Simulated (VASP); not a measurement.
Wanted: the native input for a VASP 6.6.1 run.

```
Task                   : single point
Functional             : PBE
Potentials or basis    : VASP PAW PBE potentials, release 64 (Al, Si)
Cutoff                 : 520 eV
k mesh                 : 6 × 6 × 4
Occupations            : gaussian, width 0.1 eV
Spin                   : no spin polarisation
Dipole correction      : no
Further INCAR settings : ALGO = Normal; EDIFF = 1e-06; NBANDS = 12
```

The structure of Al2Si lies in POSCAR:

```
Al2Si
1.0
    2.8820611599      0.0000000000      0.0000000000
    0.0000000000      2.8820611599      0.0000000000
    0.0000000000      0.0000000000      6.2498375133
Al Si
2 1
Direct
    0.5000000000      0.5000000000      0.2901256439
    0.5000000000      0.5000000000      0.7098743561
    0.0000000000      0.0000000000      0.0000000000
```

One way to write it, as run:

INCAR

```
  PREC = Accurate
  ENCUT = 520
  EDIFF = 1E-6
  ISMEAR = 0
  SIGMA = 0.1
  LREAL = False
  LASPH = True
  NELM = 60
  ALGO = Normal
  ISIF = 2
  LWAVE = False
  LCHARG = False
  GGA = PE
  NBANDS = 12
```

KPOINTS

```
Automatic mesh
0
Gamma
  6 6 4
```

Potentials or basis: VASP PAW PBE potentials, release 64 (Al, Si).

Command:

```bash
$ cat potpaw_PBE.64/Al/POTCAR potpaw_PBE.64/Si/POTCAR > POTCAR
$ mpirun -np 1 vasp_std > vasp.out
```

It gave:

```json
{
  "Pressure": "-0.1 GPa",
  "Largest force": "0.011 eV/Å",
  "Band gap on the k mesh": "zero (band 5 reaches 11.05 eV, above the bottom of band 6 at 5.76 eV)"
}
```

Caveat: the k points lie up to 0.36 Å⁻¹ apart.

It took 4.9 s on 1 thread of Intel(R) Xeon(R) 6975P-C (Granite Rapids), with other jobs on the host, peak memory 0.16 GiB.
